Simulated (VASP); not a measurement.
# BN (BN (F-43m)) (F-43m) in VASP: a series of runs, part 2 of 2

VASP 6.6.1.

### 3 Single point, PBE

The input, INCAR:

```
ALGO = Normal
EDIFF = 1E-6
ENCUT = 600
GGA = PE
GGA_COMPAT = False
ISIF = 2
ISMEAR = 0
LASPH = True
LCHARG = True
LELF = True
LREAL = False
LVHAR = True
LWAVE = False
NBANDS = 11
NELM = 120
PREC = Accurate
SIGMA = 0.01
```

The input, KPOINTS:

```
k-points
0
Gamma
  13 13 13
```

The input, POSCAR:

```
BN
1.0
    0.0000000000      1.8120551922      1.8120551922
    1.8120551922      0.0000000000      1.8120551922
    1.8120551922      1.8120551922      0.0000000000
B N
1 1
Direct
    0.0000000000      0.0000000000      0.0000000000
    0.2499999997      0.2499999997      0.2499999997
```

Potentials or basis: VASP PAW PBE potentials, release 64 (B, N).

Launch:

```
$ cat potpaw_PBE.64/B/POTCAR potpaw_PBE.64/N/POTCAR > POTCAR
$ mpirun -np 1 vasp_std > vasp.out
```

OUTCAR:

```text
EDIFF = 1E-6
   ENCUT = 600
   GGA = PE
   ISIF = 2
   ISMEAR = 0
   LASPH = True
   LREAL = False
   NELM = 120
   PREC = Accurate

 ion  position               nearest neighbor table
   1  0.000  0.000  0.000-   2 1.57   2 1.57   2 1.57   2 1.57
   2  0.250  0.250  0.250-   1 1.57   1 1.57   1 1.57   1 1.57

  LATTYP: Found a face centered cubic cell.
 ALAT       =     3.6241103844

  Lattice vectors:

 A1 = (   0.0000000000,   1.8120551922,   1.8120551922)
 A2 = (   1.8120551922,   0.0000000000,   1.8120551922)
 A3 = (   1.8120551922,   1.8120551922,   0.0000000000)

Analysis of symmetry for initial positions (statically):
=====================================================================
 Subroutine PRICEL returns:
 Original cell was already a primitive cell.

 Routine SETGRP: Setting up the symmetry group for a
 face centered cubic supercell.

 Subroutine GETGRP returns: Found 24 space group operations
 (whereof 24 operations were pure point group operations)
 out of a pool of 48 trial point group operations.

The static configuration has the point symmetry T_d .

Analysis of symmetry for dynamics (positions and initial velocities):
=====================================================================
 Subroutine PRICEL returns:
 Original cell was already a primitive cell.

 Routine SETGRP: Setting up the symmetry group for a
 face centered cubic supercell.

 Subroutine GETGRP returns: Found 24 space group operations
 (whereof 24 operations were pure point group operations)
 out of a pool of 48 trial point group operations.

The dynamic configuration has the point symmetry T_d .

 Subroutine INISYM returns: Found 24 space group operations
 (whereof 24 operations are pure point group operations),
 and found     1 'primitive' translations

----------------------------------------------------------------------------------------

                                     Primitive cell

  volume of cell :      11.8999

  direct lattice vectors                    reciprocal lattice vectors
     0.000000000  1.812055192  1.812055192    -0.275929785  0.275929785  0.275929785
     1.812055192  0.000000000  1.812055192     0.275929785 -0.275929785  0.275929785
     1.812055192  1.812055192  0.000000000     0.275929785  0.275929785 -0.275929785

  length of vectors
     2.562633029  2.562633029  2.562633029     0.477924407  0.477924407  0.477924407

  position of ions in fractional coordinates (direct lattice)
     0.000000000  0.000000000  0.000000000
     0.250000000  0.250000000  0.250000000

  ion indices of the primitive-cell ions
   primitive index   ion index
                 1           1
                 2           2

----------------------------------------------------------------------------------------

 KPOINTS: k-points

Automatic generation of k-mesh.
 Grid dimensions read from file:
 generate k-points for:   13   13   13

 Generating k-lattice:

  Cartesian coordinates                     Fractional coordinates (reciprocal lattice)
    -0.021225368  0.021225368  0.021225368     0.076923077  0.000000000  0.000000000
     0.021225368 -0.021225368  0.021225368     0.000000000  0.076923077  0.000000000
     0.021225368  0.021225368 -0.021225368     0.000000000  0.000000000  0.076923077

  Length of vectors
     0.036763416  0.036763416  0.036763416

  Shift w.r.t. Gamma in fractional coordinates (k-lattice)
     0.000000000  0.000000000  0.000000000

 Subroutine IBZKPT returns following result:
 ===========================================

 Found     84 irreducible k-points:

 Following reciprocal coordinates:
            Coordinates               Weight
  0.000000  0.000000  0.000000      1.000000
  0.076923  0.000000  0.000000      8.000000
  0.153846  0.000000  0.000000      8.000000
  0.230769  0.000000  0.000000      8.000000
  0.307692  0.000000  0.000000      8.000000
  0.384615  0.000000  0.000000      8.000000
[... 16 lines left out ...]
  0.384615  0.153846  0.000000     24.000000
  0.461538  0.153846  0.000000     24.000000
 [... further k-points ...]
   k-points           NKPTS =     84   k-points in BZ     NKDIM =     84   number of bands    NBANDS=     11
   number of dos      NEDOS =    301   number of ions     NIONS =      2
   total plane-waves  NPLWV =   8000
   dimension x,y,z NGX =    20 NGY =   20 NGZ =   20
   dimension x,y,z NGXF=    40 NGYF=   40 NGZF=   40
   ions per type =               1   1
   NGX,Y,Z   is equivalent  to a cutoff of  12.97, 12.97, 12.97 a.u.
   NGXF,Y,Z  is equivalent  to a cutoff of  25.95, 25.95, 25.95 a.u.
 SYSTEM =  unknown system
   PREC   = accura    normal or accurate (medium, high low for compatibility)
   ISTART =      0    job   : 0-new  1-cont  2-samecut
   ICHARG =      2    charge: 1-file 2-atom 10-const
   ISPIN  =      1    spin polarized calculation?
   LNONCOLLINEAR =      F non collinear calculations
   LSORBIT =      F    spin-orbit coupling
   LASPH  =      T    aspherical Exc in radial PAW
   ENCUT  =  600.0 eV  44.10 Ry    6.64 a.u.   5.12  5.12  5.12*2*pi/ulx,y,z
   NELM   =    120;   NELMIN=  2; NELMDL= -5     # of ELM steps
   EDIFF  = 0.1E-05   stopping-criterion for ELM
   LREAL  =      F    real-space projection
   EDIFFG = 0.1E-04   stopping-criterion for IOM
   NSW    =      0    number of steps for IOM
   IBRION =     -1    ionic relax: 0-MD 1-quasi-New 2-CG
   NFREE  =      0    steps in history (QN), initial steepest desc. (CG)
   ISIF   =      2    stress and relaxation
   ISYM   =      2    0-nonsym 1-usesym 2-fastsym
   POTIM  = 0.5000    time-step for ionic-motion
   TEBEG  =    0.0;   TEEND  =   0.0 temperature during run
   PSTRESS=    0.0 pullay stress
   NELECT =       8.0000    total number of electrons
   NUPDOWN=      -1.0000    fix difference up-down
   EMIN   =  10.00;   EMAX   =-10.00  energy-range for DOS
   EFERMI =   0.00;   METHOD = LEGACY
   ISMEAR =     0;   SIGMA  =   0.01  broadening in eV -4-tet -1-fermi 0-gaus
   EFERMI_NEDOS =   21; number of points for ismear=-14 and -15
   IALGO  =     38    algorithm
   IMIX   =      4    mixing-type and parameters
     AMIX     =   0.40;   BMIX     =  1.00
     AMIX_MAG =   1.60;   BMIX_MAG =  1.00
  volume/ion in A,a.u.               =       5.95        40.15
  Fermi-wavevector in a.u.,A,eV,Ry     =   1.434135  2.710122 27.983695  2.056744
  Thomas-Fermi vector in A             =   2.553577
   LORBIT       =      0    0 simple, 1 ext, 2 COOP (PROOUT), +10 PAW based schemes
   GGA     = PE    functional components
   LHFCALC =     F    Hartree Fock is set to
   AEXX    =    0.0000 exact exchange contribution
   IVDW    =     0    specifies the selected vdW correction
   LEPSILON=     F    determine dielectric tensor
   LRPA    =     F    only Hartree local field effects (RPA)
 non-spin polarized calculation
 Gauss-broadening in eV      SIGMA  =   0.01
  energy-cutoff  :      600.00
  volume of cell :       11.90
 maximum number of plane-waves:       411
   NGX = 11   NGY = 11   NGZ = 11

 number of electron       7.9999999 magnetization

 Free energy of the ion-electron system (eV)
  ---------------------------------------------------
  ext. energy  EPLUGINS =         0.00000000
  ---------------------------------------------------
  free energy    TOTEN  =       -17.45459517 eV

  energy without entropy =      -17.45459517  energy(sigma->0) =      -17.45459517

 E-fermi :   7.4555     XC(G=0): -12.7849

 val. band max:        7.3098115908   @ k =   0.0000   0.0000   0.0000
 cond. band min:      11.8350560587   @ k =   0.4615   0.4615   0.0000
 fundamental gap:      4.5252444679
 Fermi energy:         7.4555207226

 k-point     1 :       0.0000    0.0000    0.0000
  band No.  band energies     occupation
      1     -12.8354      2.00000
      2       7.3098      2.00000
      3       7.3098      2.00000
      4       7.3098      2.00000
      5      16.0936      0.00000
      6      16.0936      0.00000
      7      16.0936      0.00000
      8      17.5372      0.00000
      9      31.9206      0.00000
     10      34.9844      0.00000
     11      34.9844      0.00000
[... 309 lines left out ...]
 k-point    24 :       0.4615    0.1538    0.0000
  band No.  band energies     occupation
      1      -8.8900      2.00000
      2      -1.9021      2.00000
      3       4.0652      2.00000
      4       4.5023      2.00000
      5      16.1694      0.00000
      6      19.3466      0.00000
      7      19.7718      0.00000
      8      21.9046      0.00000
      9      28.0862      0.00000
     10      33.4082      0.00000
     11      35.2468      0.00000

 [... further k-points ...]
[... 5 lines left out ...]
  --------------------------------------------------------------------------------------
  -------------------------------------------------------------------------------------
  Total        0.0110114      0.0110114      0.0110114     -0.0000000     -0.0000000      0.0000000
  in kB        1.4825422      1.4825422      1.4825422     -0.0000000     -0.0000000      0.0000000
  external PRESSURE =       1.4825422 kB  Pullay stress =       0.0000000 kB

 VOLUME and BASIS-vectors are now :
 -----------------------------------------------------------------------------
  energy-cutoff  :      600.00
  volume of cell :       11.90
      direct lattice vectors                 reciprocal lattice vectors
     0.000000000  1.812055192  1.812055192    -0.275929785  0.275929785  0.275929785
     1.812055192  0.000000000  1.812055192     0.275929785 -0.275929785  0.275929785
     1.812055192  1.812055192  0.000000000     0.275929785  0.275929785 -0.275929785

 POSITION                                       TOTAL-FORCE (eV/Angst)
 -----------------------------------------------------------------------------------
      0.00000      0.00000      0.00000         0.000000      0.000000      0.000000
      0.90603      0.90603      0.90603        -0.000000     -0.000000     -0.000000
 -----------------------------------------------------------------------------------
    total drift:                                0.000001      0.000001      0.000001

  FREE ENERGIE OF THE ION-ELECTRON SYSTEM (eV)
  ---------------------------------------------------
  free  energy   TOTEN  =       -17.4545951703 eV

  energy  without entropy=      -17.4545951703  energy(sigma->0) =      -17.45459517
```

OSZICAR:

```text
N       E                     dE             d eps       ncg     rms          rms(c)
DAV:   1     0.156377691347E+02    0.15638E+02   -0.53759E+03  1856   0.814E+02
DAV:   2    -0.177303380020E+02   -0.33368E+02   -0.32338E+02  2261   0.189E+02
DAV:   3    -0.184077470719E+02   -0.67741E+00   -0.67615E+00  2228   0.226E+01
DAV:   4    -0.184086885097E+02   -0.94144E-03   -0.94142E-03  1983   0.935E-01
DAV:   5    -0.184086893784E+02   -0.86867E-06   -0.86869E-06  2127   0.290E-02    0.664E+00
DAV:   6    -0.175377886309E+02    0.87090E+00   -0.29538E+00  2097   0.104E+01    0.321E+00
DAV:   7    -0.174683777824E+02    0.69411E-01   -0.99592E-02  2094   0.264E+00    0.190E+00
DAV:   8    -0.174543214627E+02    0.14056E-01   -0.35571E-02  2078   0.138E+00    0.189E-01
DAV:   9    -0.174545006187E+02   -0.17916E-03   -0.94580E-04  1959   0.263E-01    0.828E-02
DAV:  10    -0.174545898758E+02   -0.89257E-04   -0.12499E-04  2047   0.101E-01    0.153E-02
DAV:  11    -0.174545950928E+02   -0.52171E-05   -0.88180E-06  2124   0.250E-02    0.103E-02
DAV:  12    -0.174545951703E+02   -0.77497E-07   -0.14590E-06  1161   0.896E-03
   1 F= -.17454595E+02 E0= -.17454595E+02  d E =-.479117E-97
```

stdout:

```text
POSCAR found type information on POSCAR B N
 POSCAR found :  2 types and       2 ions
 scaLAPACK will be used
 LDA part: xc-table for (Slater+PW92), standard interpolation
 POSCAR, INCAR and KPOINTS ok, starting setup
 FFT: planning ... GRIDC
 FFT: planning ... GRID_SOFT
 FFT: planning ... GRID
 WAVECAR not read
 entering main loop
```

Run time: 8.2 s. Hardware: 1 thread of Intel Xeon Platinum 8488C (Sapphire Rapids), shared host; peak memory 0.12 GiB.

What came out:

```
Free energy            : -17.4546 eV
Pressure               : 0.1 GPa
Band gap on the k mesh : 4.53 eV, indirect (least direct gap 8.78 eV)
```

Levels at points of the mesh, in eV from the valence-band top:
```csv
k point,band 2,band 3,band 4,band 5,band 6,band 7
"(0.00, 0.00, 0.00)",0.00,0.00,0.00,8.78,8.78,8.78
```
